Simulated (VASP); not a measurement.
# KTaO3 (Pm-3m) in VASP: further runs

KTaO3 is run at these levels: r2SCAN; tasks: single point, relaxation of cell and atoms.

Everything below comes from runs of VASP 6.6.1. Logs are shortened: lines on timing, memory, paths and dates and some standing lists are left out, and cuts for length are marked.

**1. The cell of the first run**

It takes space group Pm-3m (No. 221, cubic). The conventional cell has a = 3.990 Å, b = 3.990 Å, c = 3.990 Å, α = 90.00°, β = 90.00°, γ = 90.00°. Within 3.7 Å of K (site symmetry m-3m) lie 12 O at 2.82 Å and 8 Ta at 3.46 Å. Within 2.6 Å of Ta (site symmetry m-3m) lie 6 O at 2.00 Å. Within 2.6 Å of O (site symmetry 4/mmm) lie 2 Ta at 2.00 Å.

**2. Single point, r2SCAN**

The input, POSCAR:

```
KTaO3
1.0
    3.9902292679      0.0000000000      0.0000000000
    0.0000000000      3.9902292679      0.0000000000
    0.0000000000      0.0000000000      3.9902292679
K Ta O
1 1 3
Direct
    0.0000000000      0.0000000000      0.0000000000
    0.5000000000      0.5000000000      0.5000000000
    0.5000000000      0.5000000000      0.0000000000
    0.5000000000      0.0000000000      0.5000000000
    0.0000000000      0.5000000000      0.5000000000
```

The input, INCAR.step1:

```
PREC     = Accurate       # precision mode
ENCUT    = 520            # plane-wave cutoff, eV
ISMEAR   = 0              # smearing method
SIGMA    = 0.01           # smearing width, eV
LREAL    = False          # projectors in reciprocal space
LASPH    = True           # aspherical terms in the spheres
NELM     = 100            # most SCF steps
NBANDS   = 27             # bands
GGA      = PE             # functional
ALGO     = Normal         # electronic algorithm
EDIFF    = 1E-4           # SCF threshold, eV
LWAVE    = True           # write WAVECAR
LCHARG   = False          # write CHGCAR
```

The input, INCAR.step2:

```
PREC     = Accurate       # precision mode
ENCUT    = 520            # plane-wave cutoff, eV
EDIFF    = 1E-7           # SCF threshold, eV
ISMEAR   = 0              # smearing method
SIGMA    = 0.01           # smearing width, eV
LREAL    = False          # projectors in reciprocal space
LASPH    = True           # aspherical terms in the spheres
NELM     = 100            # most SCF steps
ALGO     = Normal         # electronic algorithm
ISIF     = 2              # what is computed and relaxed
LWAVE    = False          # write WAVECAR
LCHARG   = True           # write CHGCAR
METAGGA  = R2SCAN         # meta-GGA
LMIXTAU  = True         
LELF     = True           # ELF
LVHAR    = True         
NBANDS   = 27             # bands
ISTART   = 1
```

The input, KPOINTS:

```
Automatic mesh
0
Gamma
  8 8 8
```

Potentials or basis: VASP PAW PBE potentials, release 64 (K_sv, Ta_pv, O).

On the command line:

```bash
$ cat potpaw_PBE.64/K_sv/POTCAR potpaw_PBE.64/Ta_pv/POTCAR potpaw_PBE.64/O/POTCAR > POTCAR
$ cp INCAR.step1 INCAR
$ mpirun -np 1 vasp_std > vasp.out
$ cp INCAR.step2 INCAR
$ mpirun -np 1 vasp_std > vasp.out
```

OUTCAR:

```text
PREC = Accurate
   ENCUT = 520
   EDIFF = 1E-7
   ISMEAR = 0
   LREAL = False
   LASPH = True
   NELM = 100
   ISIF = 2
   METAGGA = R2SCAN
   ISTART = 1

 ion  position               nearest neighbor table
   1  0.000  0.000  0.000-   3 2.82   4 2.82   5 2.82   4 2.82   5 2.82   3 2.82   5 2.82   5 2.82
                             3 2.82   4 2.82   4 2.82   3 2.82   2 3.46   2 3.46   2 3.46   2 3.46
   2  0.500  0.500  0.500-   3 2.00   4 2.00   5 2.00   3 2.00   4 2.00   5 2.00   1 3.46   1 3.46
                             1 3.46   1 3.46   1 3.46   1 3.46   1 3.46   1 3.46
   3  0.500  0.500  0.000-   2 2.00   2 2.00   1 2.82   1 2.82   1 2.82   1 2.82
   4  0.500  0.000  0.500-   2 2.00   2 2.00   1 2.82   1 2.82   1 2.82   1 2.82
   5  0.000  0.500  0.500-   2 2.00   2 2.00   1 2.82   1 2.82   1 2.82   1 2.82

  LATTYP: Found a simple cubic cell.
 ALAT       =     3.9902292679

  Lattice vectors:

 A1 = (   3.9902292679,   0.0000000000,   0.0000000000)
 A2 = (   0.0000000000,   3.9902292679,   0.0000000000)
 A3 = (   0.0000000000,   0.0000000000,   3.9902292679)

Analysis of symmetry for initial positions (statically):
=====================================================================
 Subroutine PRICEL returns:
 Original cell was already a primitive cell.

 Routine SETGRP: Setting up the symmetry group for a
 simple cubic supercell.

 Subroutine GETGRP returns: Found 48 space group operations
 (whereof 48 operations were pure point group operations)
 out of a pool of 48 trial point group operations.

The static configuration has the point symmetry O_h .

Analysis of symmetry for dynamics (positions and initial velocities):
=====================================================================
 Subroutine PRICEL returns:
 Original cell was already a primitive cell.

 Routine SETGRP: Setting up the symmetry group for a
 simple cubic supercell.

 Subroutine GETGRP returns: Found 48 space group operations
 (whereof 48 operations were pure point group operations)
 out of a pool of 48 trial point group operations.

The dynamic configuration has the point symmetry O_h .

 Subroutine INISYM returns: Found 48 space group operations
 (whereof 48 operations are pure point group operations),
 and found     1 'primitive' translations

[... 94 lines left out ...]
   ISPIN  =      1    spin polarized calculation?
   LNONCOLLINEAR =      F non collinear calculations
   LSORBIT =      F    spin-orbit coupling
   LASPH  =      T    aspherical Exc in radial PAW
   ENCUT  =  520.0 eV  38.22 Ry    6.18 a.u.   7.42  7.42  7.42*2*pi/ulx,y,z
   NELM   =    100;   NELMIN=  2; NELMDL=  0     # of ELM steps
   EDIFF  = 0.1E-06   stopping-criterion for ELM
   LREAL  =      F    real-space projection
   EDIFFG = 0.1E-05   stopping-criterion for IOM
   NSW    =      0    number of steps for IOM
   IBRION =     -1    ionic relax: 0-MD 1-quasi-New 2-CG
   NFREE  =      0    steps in history (QN), initial steepest desc. (CG)
   ISIF   =      2    stress and relaxation
   ISYM   =      2    0-nonsym 1-usesym 2-fastsym
   POTIM  = 0.5000    time-step for ionic-motion
   TEBEG  =    0.0;   TEEND  =   0.0 temperature during run
   PSTRESS=    0.0 pullay stress
   NELECT =      38.0000    total number of electrons
   NUPDOWN=      -1.0000    fix difference up-down
   EMIN   =  10.00;   EMAX   =-10.00  energy-range for DOS
   EFERMI =   0.00;   METHOD = LEGACY
   ISMEAR =     0;   SIGMA  =   0.01  broadening in eV -4-tet -1-fermi 0-gaus
   EFERMI_NEDOS =   21; number of points for ismear=-14 and -15
   IALGO  =     38    algorithm
   IMIX   =      4    mixing-type and parameters
     AMIX     =   0.40;   BMIX     =  1.00
     AMIX_MAG =   1.60;   BMIX_MAG =  1.00
  volume/ion in A,a.u.               =      12.71        85.75
  Fermi-wavevector in a.u.,A,eV,Ry     =   1.379341  2.606576 25.886178  1.902580
  Thomas-Fermi vector in A             =   2.504319
   LORBIT       =      0    0 simple, 1 ext, 2 COOP (PROOUT), +10 PAW based schemes
   METAGGA = R2SCAN    functional components
   LHFCALC =     F    Hartree Fock is set to
   AEXX    =    0.0000 exact exchange contribution
   IVDW    =     0    specifies the selected vdW correction
   LEPSILON=     F    determine dielectric tensor
   LRPA    =     F    only Hartree local field effects (RPA)
 non-spin polarized calculation
 Gauss-broadening in eV      SIGMA  =   0.01
  energy-cutoff  :      520.00
  volume of cell :       63.53
 maximum number of plane-waves:      1743
 NGX is ok and might be reduce to    30
   NGX = 15   NGY = 15   NGZ = 15

 number of electron      37.9999976 magnetization

 Free energy of the ion-electron system (eV)
  ---------------------------------------------------
  ext. energy  EPLUGINS =         0.00000000
  ---------------------------------------------------
  free energy    TOTEN  =       -87.16340675 eV

  energy without entropy =      -87.16340675  energy(sigma->0) =      -87.16340675

 E-fermi :   1.5303     XC(G=0): -11.5493

 val. band max:        1.4095570089   @ k =   0.5000   0.5000   0.5000
 cond. band min:       4.0048356640   @ k =   0.0000   0.0000   0.0000
 fundamental gap:      2.5952786550
 Fermi energy:         1.5302854658

 k-point     1 :       0.0000    0.0000    0.0000
  band No.  band energies     occupation
      1     -33.8757      2.00000
      2     -33.8757      2.00000
      3     -33.8757      2.00000
      4     -27.0413      2.00000
      5     -17.1371      2.00000
      6     -16.4690      2.00000
[... 709 lines left out ...]
     26      12.8309      0.00000
     27      12.8921      0.00000

 [... further k-points ...]
[... 5 lines left out ...]
  --------------------------------------------------------------------------------------
  -------------------------------------------------------------------------------------
  Total        0.3591791      0.3591791      0.3591791     -0.0000000      0.0000000     -0.0000000
  in kB        9.0579125      9.0579125      9.0579125     -0.0000000      0.0000000     -0.0000000
  external PRESSURE =       9.0579125 kB  Pullay stress =       0.0000000 kB

 VOLUME and BASIS-vectors are now :
 -----------------------------------------------------------------------------
  energy-cutoff  :      520.00
  volume of cell :       63.53
      direct lattice vectors                 reciprocal lattice vectors
     3.990229268  0.000000000  0.000000000     0.250612166  0.000000000  0.000000000
     0.000000000  3.990229268  0.000000000     0.000000000  0.250612166  0.000000000
     0.000000000  0.000000000  3.990229268     0.000000000  0.000000000  0.250612166

 POSITION                                       TOTAL-FORCE (eV/Angst)
 -----------------------------------------------------------------------------------
      0.00000      0.00000      0.00000         0.000000      0.000000      0.000000
      1.99511      1.99511      1.99511         0.000000      0.000000      0.000000
      1.99511      1.99511      0.00000         0.000000      0.000000      0.000000
      1.99511      0.00000      1.99511         0.000000      0.000000      0.000000
      0.00000      1.99511      1.99511         0.000000      0.000000      0.000000
 -----------------------------------------------------------------------------------
    total drift:                                0.000000      0.000000     -0.000000

  FREE ENERGIE OF THE ION-ELECTRON SYSTEM (eV)
  ---------------------------------------------------
  free  energy   TOTEN  =       -87.1634067459 eV

  energy  without entropy=      -87.1634067459  energy(sigma->0) =      -87.16340675
```

OSZICAR.step1:

```text
N       E                     dE             d eps       ncg     rms          rms(c)
DAV:   1     0.326289232116E+03    0.32629E+03   -0.21292E+04  1890   0.144E+03
DAV:   2    -0.301800084438E+02   -0.35647E+03   -0.34607E+03  2204   0.406E+02
DAV:   3    -0.491270031338E+02   -0.18947E+02   -0.18856E+02  2432   0.901E+01
DAV:   4    -0.495995834190E+02   -0.47258E+00   -0.47195E+00  3161   0.119E+01
DAV:   5    -0.496022318620E+02   -0.26484E-02   -0.26482E-02  2399   0.888E-01    0.339E+01
DAV:   6    -0.412530014310E+02    0.83492E+01   -0.34566E+01  2258   0.397E+01    0.129E+01
DAV:   7    -0.410992383595E+02    0.15376E+00   -0.17467E+00  2480   0.844E+00    0.926E+00
DAV:   8    -0.410557816724E+02    0.43457E-01   -0.41567E-01  2235   0.535E+00    0.315E+00
DAV:   9    -0.410352168515E+02    0.20565E-01   -0.36454E-02  2316   0.150E+00    0.529E-01
DAV:  10    -0.410334810647E+02    0.17358E-02   -0.14701E-02  2582   0.769E-01    0.936E-02
DAV:  11    -0.410334565085E+02    0.24556E-04   -0.95188E-04  2523   0.198E-01
   1 F= -.41033457E+02 E0= -.41033457E+02  d E =-.375352E-36
```

Run time: 97 s. Hardware: 1 thread of Intel Xeon 6975P-C (Granite Rapids), shared host; peak memory 0.21 GiB.

What came out:

```
Free energy            : -87.1634 eV
Pressure               : 0.9 GPa
Band gap on the k mesh : 2.60 eV (least direct gap 3.25 eV)
```

Levels at points of the mesh, in eV from the valence-band top:
| k point | band 16 | band 17 | band 18 | band 19 | band 20 | band 21 | band 22 | band 23 |
| --- | --- | --- | --- | --- | --- | --- | --- | --- |
| (0.00, 0.00, 0.00) | -1.09 | -0.65 | -0.65 | -0.65 | 2.60 | 2.60 | 2.60 | 7.05 |
| (0.50, 0.00, 0.00) | -2.15 | -1.54 | -0.89 | -0.89 | 2.75 | 5.43 | 5.43 | 7.08 |
| (0.50, 0.50, 0.00) | -1.74 | -1.46 | -1.46 | -0.04 | 5.46 | 5.46 | 6.77 | 8.09 |
| (0.50, 0.50, 0.50) | -3.96 | 0.00 | 0.00 | 0.00 | 6.91 | 6.91 | 6.91 | 9.66 |

Caveat: the PAW data sets were made with another functional, which shifts forces and pressure a little; spin-orbit coupling is left out, which moves the levels of the heavy elements.

[end of part 1 of 2]
